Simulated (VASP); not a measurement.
# Ge (Im-3m) in VASP: a series of runs

Ge is run at these levels: PBEsol; tasks: single point, relaxation of cell and atoms.

All numbers are computed with VASP 6.6.1; they aren't measurements. Logs are shortened: lines on timing, memory, paths and dates and some standing lists are left out, and cuts for length are marked.

## (1) The cell of the first run

The structure is cubic, space group Im-3m (No. 229). Conventional cell: a = 3.323 Å, b = 3.323 Å, c = 3.323 Å, α = 90.00°, β = 90.00°, γ = 90.00°. Within 3.8 Å of Ge (site symmetry m-3m) lie 14 Ge at 2.88 to 3.32 Å.

This isn't the form of Ge at room conditions, which is diamond.

## (2) Single point, PBEsol

The input, INCAR:

```
SYSTEM = Ge
  ALGO = Normal
  EDIFF = 1E-7
  ENCUT = 520
  GGA = PS
  ISIF = 2
  ISMEAR = -1
  LASPH = .True.
  LCHARG = .False.
  LREAL = .False.
  LWAVE = .False.
  NBANDS = 13
  NELM = 80
  PREC = Accurate
  SIGMA = 0.08
```

The input, KPOINTS:

```
k-points
0
Gamma
  16 16 16
  0 0 0
```

The input, POSCAR:

```
Ge
1.0
   -1.6614497616      1.6614497616      1.6614497616
    1.6614497616     -1.6614497616      1.6614497616
    1.6614497616      1.6614497616     -1.6614497616
Ge
1
Direct
    0.0000000000      0.0000000000      0.0000000000
```

Potentials or basis: VASP PAW PBE potentials, release 64 (Ge_d).

On the command line:

```
> cat potpaw_PBE.64/Ge_d/POTCAR > POTCAR
> mpirun -np 1 vasp_std > vasp.out
```

OUTCAR:

```text
SYSTEM = Ge
   EDIFF = 1E-7
   ENCUT = 520
   GGA = PS
   ISIF = 2
   ISMEAR = -1
   LASPH = .True.
   LREAL = .False.
   NELM = 80
   PREC = Accurate

 ion  position               nearest neighbor table
   1  0.000  0.000  0.000-

  LATTYP: Found a body centered cubic cell.
 ALAT       =     3.3228995232

  Lattice vectors:

 A1 = (  -1.6614497616,   1.6614497616,   1.6614497616)
 A2 = (   1.6614497616,  -1.6614497616,   1.6614497616)
 A3 = (   1.6614497616,   1.6614497616,  -1.6614497616)

Analysis of symmetry for initial positions (statically):
=====================================================================
 Subroutine PRICEL returns:
 Original cell was already a primitive cell.

 Routine SETGRP: Setting up the symmetry group for a
 body centered cubic supercell.

 Subroutine GETGRP returns: Found 48 space group operations
 (whereof 48 operations were pure point group operations)
 out of a pool of 48 trial point group operations.

The static configuration has the point symmetry O_h .

Analysis of symmetry for dynamics (positions and initial velocities):
=====================================================================
 Subroutine PRICEL returns:
 Original cell was already a primitive cell.

 Routine SETGRP: Setting up the symmetry group for a
 body centered cubic supercell.

 Subroutine GETGRP returns: Found 48 space group operations
 (whereof 48 operations were pure point group operations)
 out of a pool of 48 trial point group operations.

The dynamic configuration has the point symmetry O_h .

 Subroutine INISYM returns: Found 48 space group operations
 (whereof 48 operations are pure point group operations),
 and found     1 'primitive' translations

----------------------------------------------------------------------------------------

                                     Primitive cell

  volume of cell :      18.3452

  direct lattice vectors                    reciprocal lattice vectors
    -1.661449762  1.661449762  1.661449762     0.000000000  0.300941991  0.300941991
     1.661449762 -1.661449762  1.661449762     0.300941991  0.000000000  0.300941991
     1.661449762  1.661449762 -1.661449762     0.300941991  0.300941991  0.000000000

  length of vectors
     2.877715401  2.877715401  2.877715401     0.425596246  0.425596246  0.425596246

  position of ions in fractional coordinates (direct lattice)
     0.000000000  0.000000000  0.000000000

  ion indices of the primitive-cell ions
   primitive index   ion index
                 1           1

----------------------------------------------------------------------------------------

 KPOINTS: k-points

Automatic generation of k-mesh.
 Grid dimensions read from file:
 generate k-points for:   16   16   16

 Generating k-lattice:

  Cartesian coordinates                     Fractional coordinates (reciprocal lattice)
     0.000000000  0.018808874  0.018808874     0.062500000  0.000000000  0.000000000
     0.018808874  0.000000000  0.018808874     0.000000000  0.062500000  0.000000000
     0.018808874  0.018808874  0.000000000     0.000000000  0.000000000  0.062500000

  Length of vectors
     0.026599765  0.026599765  0.026599765

  Shift w.r.t. Gamma in fractional coordinates (k-lattice)
     0.000000000  0.000000000  0.000000000

 Subroutine IBZKPT returns following result:
 ===========================================

 Found    145 irreducible k-points:

 Following reciprocal coordinates:
            Coordinates               Weight
  0.000000  0.000000  0.000000      1.000000
  0.062500  0.000000  0.000000     12.000000
  0.125000  0.000000  0.000000     12.000000
  0.187500  0.000000  0.000000     12.000000
  0.250000  0.000000  0.000000     12.000000
  0.312500  0.000000  0.000000     12.000000
[... 16 lines left out ...]
  0.187500  0.187500  0.000000     24.000000
  0.250000  0.187500  0.000000     48.000000
 [... further k-points ...]
   k-points           NKPTS =    145   k-points in BZ     NKDIM =    145   number of bands    NBANDS=     13
   number of dos      NEDOS =    301   number of ions     NIONS =      1
   total plane-waves  NPLWV =  13824
   dimension x,y,z NGX =    24 NGY =   24 NGZ =   24
   dimension x,y,z NGXF=    48 NGYF=   48 NGZF=   48
   ions per type =               1
   NGX,Y,Z   is equivalent  to a cutoff of  13.86, 13.86, 13.86 a.u.
   NGXF,Y,Z  is equivalent  to a cutoff of  27.73, 27.73, 27.73 a.u.
 SYSTEM =  Ge
   PREC   = accura    normal or accurate (medium, high low for compatibility)
   ISTART =      0    job   : 0-new  1-cont  2-samecut
   ICHARG =      2    charge: 1-file 2-atom 10-const
   ISPIN  =      1    spin polarized calculation?
   LNONCOLLINEAR =      F non collinear calculations
   LSORBIT =      F    spin-orbit coupling
   LASPH  =      T    aspherical Exc in radial PAW
   ENCUT  =  520.0 eV  38.22 Ry    6.18 a.u.   5.35  5.35  5.35*2*pi/ulx,y,z
   NELM   =     80;   NELMIN=  2; NELMDL= -5     # of ELM steps
   EDIFF  = 0.1E-06   stopping-criterion for ELM
   LREAL  =      F    real-space projection
   EDIFFG = 0.1E-05   stopping-criterion for IOM
   NSW    =      0    number of steps for IOM
   IBRION =     -1    ionic relax: 0-MD 1-quasi-New 2-CG
   NFREE  =      0    steps in history (QN), initial steepest desc. (CG)
   ISIF   =      2    stress and relaxation
   ISYM   =      2    0-nonsym 1-usesym 2-fastsym
   POTIM  = 0.5000    time-step for ionic-motion
   TEBEG  =    0.0;   TEEND  =   0.0 temperature during run
   PSTRESS=    0.0 pullay stress
   NELECT =      14.0000    total number of electrons
   NUPDOWN=      -1.0000    fix difference up-down
   EMIN   =  10.00;   EMAX   =-10.00  energy-range for DOS
   EFERMI =   0.00;   METHOD = LEGACY
   ISMEAR =    -1;   SIGMA  =   0.08  broadening in eV -4-tet -1-fermi 0-gaus
   EFERMI_NEDOS =   21; number of points for ismear=-14 and -15
   IALGO  =     38    algorithm
   IMIX   =      4    mixing-type and parameters
     AMIX     =   0.40;   BMIX     =  1.00
     AMIX_MAG =   1.60;   BMIX_MAG =  1.00
  volume/ion in A,a.u.               =      18.35       123.80
  Fermi-wavevector in a.u.,A,eV,Ry     =   1.496041  2.827108 30.451744  2.238140
  Thomas-Fermi vector in A             =   2.608109
   LORBIT       =      0    0 simple, 1 ext, 2 COOP (PROOUT), +10 PAW based schemes
   GGA     = PS    functional components
   LHFCALC =     F    Hartree Fock is set to
   AEXX    =    0.0000 exact exchange contribution
   IVDW    =     0    specifies the selected vdW correction
   LEPSILON=     F    determine dielectric tensor
   LRPA    =     F    only Hartree local field effects (RPA)
 non-spin polarized calculation
  energy-cutoff  :      520.00
  volume of cell :       18.35
 maximum number of plane-waves:       531
 NGX is ok and might be reduce to    24
   NGX = 11   NGY = 11   NGZ = 11

 number of electron      14.0000012 magnetization

 Free energy of the ion-electron system (eV)
  ---------------------------------------------------
  ext. energy  EPLUGINS =         0.00000000
  ---------------------------------------------------
  free energy    TOTEN  =        -4.65692970 eV

  energy without entropy =       -4.64390099  energy(sigma->0) =       -4.65041535

 E-fermi :   6.9075     XC(G=0): -11.5811

 val. band max:        6.8959503947   @ k =   0.5000   0.5000   0.3750
 cond. band min:       6.9457288052   @ k =  -0.2500   0.3750   0.1250
 fundamental gap:      0.0497784105
 Fermi energy:         6.9074921051

 k-point     1 :       0.0000    0.0000    0.0000
  band No.  band energies     occupation
      1     -17.7255      2.00000
      2     -17.7255      2.00000
      3     -17.7255      2.00000
      4     -17.6311      2.00000
      5     -17.6311      2.00000
      6      -6.4554      2.00000
      7      16.3937      0.00000
      8      16.3937      0.00000
      9      16.3937      0.00000
     10      22.1299      0.00000
     11      22.1299      0.00000
     12      22.1299      0.00000
     13      24.0428      0.00000

 k-point     2 :       0.0625    0.0000    0.0000
  band No.  band energies     occupation
      1     -17.7268      2.00000
      2     -17.7238      2.00000
      3     -17.7199      2.00000
      4     -17.6325      2.00000
      5     -17.6312      2.00000
      6      -6.3498      2.00000
      7      15.5402      0.00000
      8      15.9793      0.00000
      9      16.2828      0.00000
     10      21.3320      0.00000
     11      21.3960      0.00000
     12      22.7388      0.00000
     13      23.2382      0.00000

 k-point     3 :       0.1250    0.0000    0.0000
  band No.  band energies     occupation
      1     -17.7304      2.00000
      2     -17.7195      2.00000
      3     -17.7037      2.00000
      4     -17.6362      2.00000
      5     -17.6316      2.00000
      6      -6.0330      2.00000
      7      13.5612      0.00000
      8      15.0717      0.00000
      9      15.9655      0.00000
     10      20.0818      0.00000
     11      20.1718      0.00000
     12      22.7767      0.00000
     13      23.6372      0.00000
[... 305 lines left out ...]
 k-point    23 :       0.1875    0.1875    0.0000
  band No.  band energies     occupation
      1     -17.7371      2.00000
      2     -17.7083      2.00000
      3     -17.6476      2.00000
      4     -17.6384      2.00000
      5     -17.6226      2.00000
      6      -3.6152      2.00000
      7       7.5390      0.00075
      8       9.3854      0.00000
      9      13.2969      0.00000
     10      19.0653      0.00000
     11      20.1419      0.00000
     12      24.0271      0.00000
     13      25.7746      0.00000

 k-point    24 :       0.2500    0.1875    0.0000
  band No.  band energies     occupation
      1     -17.7395      2.00000
      2     -17.7031      2.00000
      3     -17.6458      2.00000
      4     -17.6401      2.00000
      5     -17.6090      2.00000
      6      -2.5839      2.00000
      7       5.8453      2.00000
      8       8.2701      0.00000
      9      12.7850      0.00000
     10      18.8994      0.00000
     11      20.6429      0.00000
     12      24.2187      0.00000
     13      27.2702      0.00000

 [... further k-points ...]

------------------------ aborting loop because EDIFF is reached ----------------------------------------

  FORCE on cell =-STRESS in cart. coord.  units (eV):
  Direction    XX          YY          ZZ          XY          YZ          ZX
  --------------------------------------------------------------------------------------
  -------------------------------------------------------------------------------------
  Total        0.0014834      0.0014834      0.0014834      0.0000000     -0.0000000     -0.0000000
  in kB        0.1295497      0.1295497      0.1295497      0.0000000     -0.0000000     -0.0000000
  external PRESSURE =       0.1295497 kB  Pullay stress =       0.0000000 kB

 VOLUME and BASIS-vectors are now :
 -----------------------------------------------------------------------------
  energy-cutoff  :      520.00
  volume of cell :       18.35
      direct lattice vectors                 reciprocal lattice vectors
    -1.661449762  1.661449762  1.661449762     0.000000000  0.300941991  0.300941991
     1.661449762 -1.661449762  1.661449762     0.300941991  0.000000000  0.300941991
     1.661449762  1.661449762 -1.661449762     0.300941991  0.300941991  0.000000000

 POSITION                                       TOTAL-FORCE (eV/Angst)
 -----------------------------------------------------------------------------------
      0.00000      0.00000      0.00000         0.000000     -0.000000      0.000000
 -----------------------------------------------------------------------------------
    total drift:                                0.000000      0.000000      0.000000

  FREE ENERGIE OF THE ION-ELECTRON SYSTEM (eV)
  ---------------------------------------------------
  free  energy   TOTEN  =        -4.6569297002 eV

  energy  without entropy=       -4.6439009930  energy(sigma->0) =       -4.65041535
```

Wall time 27 s (1 thread of Intel Xeon 8259CL, shared host); peak memory 0.16 GiB.

What came out:

* Free energy: -4.6569 eV
* Pressure: 0.0 GPa
* Band gap on the k mesh: zero (bands 7 and 8 overlap by 12.49 eV)

Caveat: the PAW data sets were made with another functional, which shifts forces and pressure a little.

## (3) Single point, PBEsol

The input, INCAR:

```
PREC = Accurate
ENCUT = 520
EDIFF = 1E-6
ISMEAR = -1
SIGMA = 0.08
LREAL = False
LASPH = True
NELM = 100
ALGO = Normal
ISIF = 2
LWAVE = False
LCHARG = False
GGA = PS
NBANDS = 13
```

The input, KPOINTS:

```
Automatic mesh
0
Gamma
  16 16 16
```

The input, POSCAR:

```
Ge
1.0
   -1.6619181726      1.6619181726      1.6619181726
    1.6619181726     -1.6619181726      1.6619181726
    1.6619181726      1.6619181726     -1.6619181726
Ge
1
Direct
    0.0000000000      0.0000000000      0.0000000000
```

Potentials or basis: VASP PAW PBE potentials, release 64 (Ge_d).

On the command line:

```
> cat potpaw_PBE.64/Ge_d/POTCAR > POTCAR
> mpirun -np 1 vasp_std > vasp.out
```

OUTCAR:

```text
PREC = Accurate
   ENCUT = 520
   EDIFF = 1E-6
   ISMEAR = -1
   LREAL = False
   LASPH = True
   NELM = 100
   ISIF = 2
   GGA = PS

 ion  position               nearest neighbor table
   1  0.000  0.000  0.000-

  LATTYP: Found a body centered cubic cell.
 ALAT       =     3.3238363452

  Lattice vectors:

 A1 = (  -1.6619181726,   1.6619181726,   1.6619181726)
 A2 = (   1.6619181726,  -1.6619181726,   1.6619181726)
 A3 = (   1.6619181726,   1.6619181726,  -1.6619181726)

Analysis of symmetry for initial positions (statically):
=====================================================================
 Subroutine PRICEL returns:
 Original cell was already a primitive cell.

 Routine SETGRP: Setting up the symmetry group for a
 body centered cubic supercell.

 Subroutine GETGRP returns: Found 48 space group operations
 (whereof 48 operations were pure point group operations)
 out of a pool of 48 trial point group operations.

The static configuration has the point symmetry O_h .

[... 165 lines left out ...]
 k-point     1 :       0.0000    0.0000    0.0000
  band No.  band energies     occupation
      1     -17.7343      2.00000
      2     -17.7343      2.00000
      3     -17.7343      2.00000
      4     -17.6402      2.00000
      5     -17.6402      2.00000
      6      -6.4574      2.00000
      7      16.3754      0.00000
      8      16.3754      0.00000
      9      16.3754      0.00000
     10      22.1140      0.00000
     11      22.1140      0.00000
     12      22.1140      0.00000
     13      24.0288      0.00000
[... 354 lines left out ...]
  band No.  band energies     occupation
      1     -17.7482      2.00000
      2     -17.7119      2.00000
      3     -17.6548      2.00000
      4     -17.6491      2.00000
      5     -17.6180      2.00000
      6      -2.5888      2.00000
      7       5.8355      2.00000
      8       8.2607      0.00000
      9      12.7720      0.00000
     10      18.8833      0.00000
     11      20.6269      0.00000
     12      24.2010      0.00000
     13      27.2497      0.00000

 [... further k-points ...]

------------------------ aborting loop because EDIFF is reached ----------------------------------------

  FORCE on cell =-STRESS in cart. coord.  units (eV):
  Direction    XX          YY          ZZ          XY          YZ          ZX
  --------------------------------------------------------------------------------------
  -------------------------------------------------------------------------------------
  Total       -0.0162300     -0.0162300     -0.0162300     -0.0000000     -0.0000000      0.0000000
  in kB       -1.4162531     -1.4162531     -1.4162531     -0.0000000     -0.0000000      0.0000000
  external PRESSURE =      -1.4162531 kB  Pullay stress =       0.0000000 kB

 VOLUME and BASIS-vectors are now :
 -----------------------------------------------------------------------------
  energy-cutoff  :      520.00
  volume of cell :       18.36
      direct lattice vectors                 reciprocal lattice vectors
    -1.661918173  1.661918173  1.661918173     0.000000000  0.300857171  0.300857171
     1.661918173 -1.661918173  1.661918173     0.300857171  0.000000000  0.300857171
     1.661918173  1.661918173 -1.661918173     0.300857171  0.300857171  0.000000000

 POSITION                                       TOTAL-FORCE (eV/Angst)
 -----------------------------------------------------------------------------------
      0.00000      0.00000      0.00000         0.000000      0.000000      0.000000
 -----------------------------------------------------------------------------------
    total drift:                               -0.000000      0.000000      0.000000

  FREE ENERGIE OF THE ION-ELECTRON SYSTEM (eV)
  ---------------------------------------------------
  free  energy   TOTEN  =        -4.6569323185 eV

  energy  without entropy=       -4.6439174067  energy(sigma->0) =       -4.65042486
```

OSZICAR:

```text
N       E                     dE             d eps       ncg     rms          rms(c)
DAV:   1     0.616908134453E+02    0.61691E+02   -0.70513E+03  4165   0.299E+03
DAV:   2     0.714577120209E+00   -0.60976E+02   -0.58141E+02  4075   0.421E+02
DAV:   3    -0.461187138379E+01   -0.53264E+01   -0.52977E+01  4305   0.705E+01
DAV:   4    -0.467776307552E+01   -0.65892E-01   -0.65884E-01  4390   0.838E+00
DAV:   5    -0.467837192587E+01   -0.60885E-03   -0.60885E-03  4430   0.889E-01    0.121E+00
DAV:   6    -0.466281948975E+01    0.15552E-01   -0.12397E-02  4695   0.248E+00    0.642E-01
DAV:   7    -0.465722012443E+01    0.55994E-02   -0.63236E-03  4710   0.139E+00    0.792E-02
DAV:   8    -0.465692700674E+01    0.29312E-03   -0.52653E-04  4640   0.535E-01    0.249E-02
DAV:   9    -0.465693172494E+01   -0.47182E-05   -0.59810E-06  4295   0.258E-02    0.561E-03
DAV:  10    -0.465693231852E+01   -0.59358E-06   -0.13564E-07  2965   0.743E-03
   1 F= -.46569323E+01 E0= -.46504249E+01  d E =-.130149E-01
```

stdout:

```text
POSCAR found type information on POSCAR Ge
 POSCAR found :  1 types and       1 ions
 scaLAPACK will be used
 -----------------------------------------------------------------------------
|                                                                             |
|                                                                             |
|     You enforced a specific xc type in the INCAR file but a different       |
|     I HOPE YOU KNOW WHAT YOU ARE DOING!                                     |
|                                                                             |
 -----------------------------------------------------------------------------

 LDA part: xc-table for (Slater+PW92), standard interpolation
 POSCAR, INCAR and KPOINTS ok, starting setup
 FFT: planning ... GRIDC
 FFT: planning ... GRID_SOFT
 FFT: planning ... GRID
 WAVECAR not read
 entering main loop
```

It took 31 s on 1 thread of Intel Xeon 8259CL, shared host; peak memory 0.16 GiB.

Results:

```yaml
Free_energy: -4.6569 eV
Pressure: -0.1 GPa
Band_gap_on_the_k_mesh: zero (bands 7 and 8 overlap by 12.48 eV)
```

Caveat: the PAW data sets were made with another functional, which shifts forces and pressure a little.

(Part 1 of 3 ends here.)

The gap in the log of VASP goes by the Fermi energy; the results here count the filled bands.